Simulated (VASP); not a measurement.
# GeCN2 (R-3m) in VASP: single point with PBEsol

Aim: the single point of GeCN2 with PBEsol.

All numbers are computed with VASP 6.6.1; they aren't measurements. Logs are shortened: lines on timing, memory, paths and dates and some standing lists are left out, and cuts for length are marked.

## Step 1: The cell of the first run

Symmetry: R-3m, No. 166, trigonal system. Conventional cell: a = 3.504 Å, b = 3.504 Å, c = 14.664 Å, α = 90.00°, β = 90.00°, γ = 120.00°. Within 3.2 Å of Ge (site symmetry -3m) lie 6 N at 2.36 Å and 6 C at 3.17 Å. C (site symmetry -3m) has 2 N at 1.24 Å within 1.7 Å. N (site symmetry 3m) has 1 C at 1.24 Å within 1.7 Å.

## Step 2: Single point, PBEsol

INCAR reads:

```
PREC = Accurate
ENCUT = 520
EDIFF = 1E-6
ISMEAR = 0
SIGMA = 0.02
LREAL = False
LASPH = True
NELM = 80
ALGO = Normal
ISIF = 2
LWAVE = False
LCHARG = True
GGA = PS
LELF = True
LVHAR = True
NBANDS = 22
```

KPOINTS reads:

```
Automatic mesh
0
Gamma
  12 12 12
```

POSCAR reads:

```
GeCN2
1.0
    1.7517758173      1.0113882397      4.8880575308
   -1.7517758173      1.0113882397      4.8880575308
    0.0000000000     -2.0227764794      4.8880575308
Ge C N
1 1 2
Direct
    0.0000000000      0.0000000000      0.0000000000
    0.5000000000      0.5000000000      0.5000000000
    0.4156006761      0.4156006761      0.4156006761
    0.5843993239      0.5843993239      0.5843993239
```

Potentials or basis: VASP PAW PBE potentials, release 64 (Ge_d, C, N).

Started as:

```sh
$ cat potpaw_PBE.64/Ge_d/POTCAR potpaw_PBE.64/C/POTCAR potpaw_PBE.64/N/POTCAR > POTCAR
$ mpirun -np 1 vasp_std > vasp.out
```

OUTCAR:

```text
PREC = Accurate
   ENCUT = 520
   EDIFF = 1E-6
   ISMEAR = 0
   LREAL = False
   LASPH = True
   NELM = 80
   ISIF = 2
   GGA = PS

 ion  position               nearest neighbor table
   1  0.000  0.000  0.000-
   2  0.500  0.500  0.500-   3 1.24   4 1.24
   3  0.416  0.416  0.416-   2 1.24
   4  0.584  0.584  0.584-   2 1.24

  LATTYP: Found a trigonal (rhomboedric) cell.
 ALAT       =     5.2900596509
 COS(alpha) =     0.7806862248

  Lattice vectors:

 A1 = (   1.7517758173,   1.0113882397,   4.8880575308)
 A2 = (  -1.7517758173,   1.0113882397,   4.8880575308)
 A3 = (   0.0000000000,  -2.0227764794,   4.8880575308)

Analysis of symmetry for initial positions (statically):
=====================================================================
 Subroutine PRICEL returns:
 Original cell was already a primitive cell.

 Routine SETGRP: Setting up the symmetry group for a
 trigonal (rhombohedral) supercell.

 Subroutine GETGRP returns: Found 12 space group operations
 (whereof 12 operations were pure point group operations)
 out of a pool of 12 trial point group operations.

The static configuration has the point symmetry D_3d.

Analysis of symmetry for dynamics (positions and initial velocities):
=====================================================================
 Subroutine PRICEL returns:
 Original cell was already a primitive cell.

 Routine SETGRP: Setting up the symmetry group for a
 trigonal (rhombohedral) supercell.

 Subroutine GETGRP returns: Found 12 space group operations
 (whereof 12 operations were pure point group operations)
 out of a pool of 12 trial point group operations.

The dynamic configuration has the point symmetry D_3d.

 Subroutine INISYM returns: Found 12 space group operations
 (whereof 12 operations are pure point group operations),
 and found     1 'primitive' translations

----------------------------------------------------------------------------------------

                                     Primitive cell

  volume of cell :      51.9618

  direct lattice vectors                    reciprocal lattice vectors
     1.751775817  1.011388240  4.888057531     0.285424650  0.164789999  0.068193415
    -1.751775817  1.011388240  4.888057531    -0.285424650  0.164789999  0.068193415
     0.000000000 -2.022776479  4.888057531     0.000000000 -0.329579997  0.068193415

  length of vectors
     5.290059651  5.290059651  5.290059651     0.336561014  0.336561014  0.336561014

  position of ions in fractional coordinates (direct lattice)
     0.000000000  0.000000000  0.000000000
     0.500000000  0.500000000  0.500000000
     0.415600676  0.415600676  0.415600676
     0.584399324  0.584399324  0.584399324

  ion indices of the primitive-cell ions
   primitive index   ion index
                 1           1
                 2           2
                 3           3
                 4           4

----------------------------------------------------------------------------------------

 KPOINTS: Automatic mesh

Automatic generation of k-mesh.
 Grid dimensions read from file:
 generate k-points for:   12   12   12

 Generating k-lattice:

  Cartesian coordinates                     Fractional coordinates (reciprocal lattice)
     0.023785388  0.013732500  0.005682785     0.083333333 -0.000000000 -0.000000000
    -0.023785388  0.013732500  0.005682785    -0.000000000  0.083333333 -0.000000000
     0.000000000 -0.027465000  0.005682785    -0.000000000 -0.000000000  0.083333333

  Length of vectors
     0.028046751  0.028046751  0.028046751

  Shift w.r.t. Gamma in fractional coordinates (k-lattice)
     0.000000000  0.000000000  0.000000000

 Subroutine IBZKPT returns following result:
 ===========================================

 Found    189 irreducible k-points:

 Following reciprocal coordinates:
            Coordinates               Weight
  0.000000  0.000000  0.000000      1.000000
  0.083333  0.000000 -0.000000      6.000000
  0.166667  0.000000 -0.000000      6.000000
  0.250000 -0.000000 -0.000000      6.000000
  0.333333 -0.000000 -0.000000      6.000000
  0.416667  0.000000  0.000000      6.000000
[... 16 lines left out ...]
  0.500000  0.166667 -0.000000     12.000000
 -0.416667  0.166667  0.000000     12.000000
 [... further k-points ...]
   k-points           NKPTS =    189   k-points in BZ     NKDIM =    189   number of bands    NBANDS=     22
   number of dos      NEDOS =    301   number of ions     NIONS =      4
   total plane-waves  NPLWV =  64000
   dimension x,y,z NGX =    40 NGY =   40 NGZ =   40
   dimension x,y,z NGXF=    80 NGYF=   80 NGZF=   80
   ions per type =               1   1   2
   NGX,Y,Z   is equivalent  to a cutoff of  12.57, 12.57, 12.57 a.u.
   NGXF,Y,Z  is equivalent  to a cutoff of  25.14, 25.14, 25.14 a.u.
 SYSTEM =  unknown system
   PREC   = accura    normal or accurate (medium, high low for compatibility)
   ISTART =      0    job   : 0-new  1-cont  2-samecut
   ICHARG =      2    charge: 1-file 2-atom 10-const
   ISPIN  =      1    spin polarized calculation?
   LNONCOLLINEAR =      F non collinear calculations
   LSORBIT =      F    spin-orbit coupling
   LASPH  =      T    aspherical Exc in radial PAW
   ENCUT  =  520.0 eV  38.22 Ry    6.18 a.u.   9.84  9.84  9.84*2*pi/ulx,y,z
   NELM   =     80;   NELMIN=  2; NELMDL= -5     # of ELM steps
   EDIFF  = 0.1E-05   stopping-criterion for ELM
   LREAL  =      F    real-space projection
   EDIFFG = 0.1E-04   stopping-criterion for IOM
   NSW    =      0    number of steps for IOM
   IBRION =     -1    ionic relax: 0-MD 1-quasi-New 2-CG
   NFREE  =      0    steps in history (QN), initial steepest desc. (CG)
   ISIF   =      2    stress and relaxation
   ISYM   =      2    0-nonsym 1-usesym 2-fastsym
   POTIM  = 0.5000    time-step for ionic-motion
   TEBEG  =    0.0;   TEEND  =   0.0 temperature during run
   PSTRESS=    0.0 pullay stress
   NELECT =      28.0000    total number of electrons
   NUPDOWN=      -1.0000    fix difference up-down
   EMIN   =  10.00;   EMAX   =-10.00  energy-range for DOS
   EFERMI =   0.00;   METHOD = LEGACY
   ISMEAR =     0;   SIGMA  =   0.02  broadening in eV -4-tet -1-fermi 0-gaus
   EFERMI_NEDOS =   21; number of points for ismear=-14 and -15
   IALGO  =     38    algorithm
   IMIX   =      4    mixing-type and parameters
     AMIX     =   0.40;   BMIX     =  1.00
     AMIX_MAG =   1.60;   BMIX_MAG =  1.00
  volume/ion in A,a.u.               =      12.99        87.66
  Fermi-wavevector in a.u.,A,eV,Ry     =   1.332190  2.517474 24.146671  1.774730
  Thomas-Fermi vector in A             =   2.461144
   LORBIT       =      0    0 simple, 1 ext, 2 COOP (PROOUT), +10 PAW based schemes
   GGA     = PS    functional components
   LHFCALC =     F    Hartree Fock is set to
   AEXX    =    0.0000 exact exchange contribution
   IVDW    =     0    specifies the selected vdW correction
   LEPSILON=     F    determine dielectric tensor
   LRPA    =     F    only Hartree local field effects (RPA)
 non-spin polarized calculation
 Gauss-broadening in eV      SIGMA  =   0.02
  energy-cutoff  :      520.00
  volume of cell :       51.96
 maximum number of plane-waves:      1423
   NGX = 19   NGY = 19   NGZ = 19

 number of electron      28.0000006 magnetization

 Free energy of the ion-electron system (eV)
  ---------------------------------------------------
  ext. energy  EPLUGINS =         0.00000000
  ---------------------------------------------------
  free energy    TOTEN  =       -30.62583038 eV

  energy without entropy =      -30.62583038  energy(sigma->0) =      -30.62583038

 E-fermi :   4.2211     XC(G=0): -10.1950

 val. band max:        4.1253671389   @ k =   0.5000   0.5000   0.1667
 cond. band min:       4.9540016208   @ k =   0.5000   0.5000   0.5000
 fundamental gap:      0.8286344819
 Fermi energy:         4.2210734473

 k-point     1 :       0.0000    0.0000    0.0000
  band No.  band energies     occupation
      1     -20.6013      2.00000
      2     -20.5992      2.00000
      3     -20.5992      2.00000
      4     -20.5850      2.00000
      5     -20.5850      2.00000
      6     -15.5226      2.00000
[... 14 lines left out ...]
     21      13.8580      0.00000
     22      14.7802      0.00000

 k-point     2 :       0.0833    0.0000   -0.0000
  band No.  band energies     occupation
      1     -20.6009      2.00000
      2     -20.5995      2.00000
      3     -20.5977      2.00000
      4     -20.5862      2.00000
      5     -20.5852      2.00000
      6     -15.4954      2.00000
[... 14 lines left out ...]
     21      13.7900      0.00000
     22      14.1303      0.00000

 k-point     3 :       0.1667    0.0000   -0.0000
  band No.  band energies     occupation
      1     -20.6034      2.00000
      2     -20.5969      2.00000
      3     -20.5938      2.00000
      4     -20.5890      2.00000
      5     -20.5858      2.00000
      6     -15.4196      2.00000
[... 14 lines left out ...]
     21      12.6781      0.00000
     22      14.6857      0.00000

 k-point     4 :       0.2500   -0.0000   -0.0000
  band No.  band energies     occupation
      1     -20.6080      2.00000
      2     -20.5945      2.00000
      3     -20.5906      2.00000
      4     -20.5892      2.00000
      5     -20.5856      2.00000
      6     -15.3129      2.00000
[... 14 lines left out ...]
     21      11.9975      0.00000
     22      15.2222      0.00000

 k-point     5 :       0.3333   -0.0000   -0.0000
  band No.  band energies     occupation
      1     -20.6131      2.00000
      2     -20.5962      2.00000
      3     -20.5885      2.00000
      4     -20.5875      2.00000
      5     -20.5815      2.00000
      6     -15.2021      2.00000
[... 14 lines left out ...]
     21      12.4814      0.00000
     22      15.5775      0.00000

 k-point     6 :       0.4167    0.0000    0.0000
  band No.  band energies     occupation
      1     -20.6172      2.00000
      2     -20.5979      2.00000
      3     -20.5890      2.00000
      4     -20.5846      2.00000
      5     -20.5776      2.00000
      6     -15.1181      2.00000
[... 14 lines left out ...]
     21      13.3494      0.00000
     22      15.5866      0.00000

 k-point     7 :       0.5000   -0.0000   -0.0000
  band No.  band energies     occupation
      1     -20.6187      2.00000
      2     -20.5985      2.00000
      3     -20.5892      2.00000
      4     -20.5835      2.00000
      5     -20.5761      2.00000
      6     -15.0868      2.00000
[... 324 lines left out ...]
      6     -15.3290      2.00000
[... 14 lines left out ...]
     21      12.3060      0.00000
     22      14.7837      0.00000

 k-point    21 :       0.3333    0.1667   -0.0000
  band No.  band energies     occupation
      1     -20.6068      2.00000
      2     -20.5960      2.00000
      3     -20.5924      2.00000
      4     -20.5890      2.00000
      5     -20.5834      2.00000
      6     -15.2317      2.00000
[... 14 lines left out ...]
     21      12.5894      0.00000
     22      15.1298      0.00000

 k-point    22 :       0.4167    0.1667   -0.0000
  band No.  band energies     occupation
      1     -20.6097      2.00000
      2     -20.5948      2.00000
      3     -20.5924      2.00000
      4     -20.5897      2.00000
      5     -20.5804      2.00000
      6     -15.1362      2.00000
[... 14 lines left out ...]
     21      13.3529      0.00000
     22      15.4327      0.00000

 k-point    23 :       0.5000    0.1667   -0.0000
  band No.  band energies     occupation
      1     -20.6121      2.00000
      2     -20.5953      2.00000
      3     -20.5929      2.00000
      4     -20.5866      2.00000
      5     -20.5795      2.00000
      6     -15.0696      2.00000
[... 14 lines left out ...]
     21      14.0975      0.00000
     22      14.9331      0.00000

 k-point    24 :      -0.4167    0.1667    0.0000
  band No.  band energies     occupation
      1     -20.6130      2.00000
      2     -20.5955      2.00000
      3     -20.5935      2.00000
      4     -20.5843      2.00000
      5     -20.5800      2.00000
      6     -15.0521      2.00000
[... 14 lines left out ...]
     21      14.2340      0.00000
     22      14.9368      0.00000

 [... further k-points ...]

------------------------ aborting loop because EDIFF is reached ----------------------------------------

  FORCE on cell =-STRESS in cart. coord.  units (eV):
  Direction    XX          YY          ZZ          XY          YZ          ZX
  --------------------------------------------------------------------------------------
  -------------------------------------------------------------------------------------
  Total       -0.0782019     -0.0782019      0.2651996      0.0000000      0.0000000      0.0000000
  in kB       -2.4112599     -2.4112599      8.1771037      0.0000000      0.0000000      0.0000000
  external PRESSURE =       1.1181946 kB  Pullay stress =       0.0000000 kB

 VOLUME and BASIS-vectors are now :
 -----------------------------------------------------------------------------
  energy-cutoff  :      520.00
  volume of cell :       51.96
      direct lattice vectors                 reciprocal lattice vectors
     1.751775817  1.011388240  4.888057531     0.285424650  0.164789999  0.068193415
    -1.751775817  1.011388240  4.888057531    -0.285424650  0.164789999  0.068193415
     0.000000000 -2.022776479  4.888057531     0.000000000 -0.329579997  0.068193415

 POSITION                                       TOTAL-FORCE (eV/Angst)
 -----------------------------------------------------------------------------------
      0.00000      0.00000      0.00000         0.000000      0.000000      0.000000
      0.00000      0.00000      7.33209        -0.000000      0.000000      0.000000
      0.00000      0.00000      6.09444         0.000000      0.000000     -0.124838
      0.00000      0.00000      8.56973         0.000000     -0.000000      0.124838
 -----------------------------------------------------------------------------------
    total drift:                               -0.000000      0.000000      0.000000

  FREE ENERGIE OF THE ION-ELECTRON SYSTEM (eV)
  ---------------------------------------------------
  free  energy   TOTEN  =       -30.6258303817 eV

  energy  without entropy=      -30.6258303817  energy(sigma->0) =      -30.62583038
```

Run time: 9.2 min. Hardware: 1 thread of Intel Xeon 8259CL, shared host; peak memory 0.39 GiB.

Results:

| Quantity | Value |
| --- | --- |
| Free energy | -30.6258 eV |
| Pressure | 0.1 GPa |
| Largest force | 0.125 eV/Å |
| Band gap on the k mesh | 0.83 eV (least direct gap 1.64 eV) |

Forces on the atoms (eV/Å):
```
Ge   0.000  0.000  0.000
C    0.000  0.000  0.000
N    0.000  0.000 -0.125
N    0.000  0.000  0.125
```

Levels at points of the mesh, in eV from the valence-band top:
```tsv
k point	band 12	band 13	band 14	band 15	band 16	band 17
(0.00, 0.00, 0.00)	-2.24	-2.24	-1.93	2.40	3.17	3.17
(0.50, 0.00, 0.00)	-4.41	-3.64	-3.35	2.75	4.70	5.27
(0.50, 0.50, 0.00)	-6.05	-2.11	-0.06	1.81	1.81	4.04
(0.50, 0.50, 0.50)	-2.32	-2.32	-0.87	0.83	4.70	4.70
```

Caveat: the PAW data sets were made with another functional, which shifts forces and pressure a little.
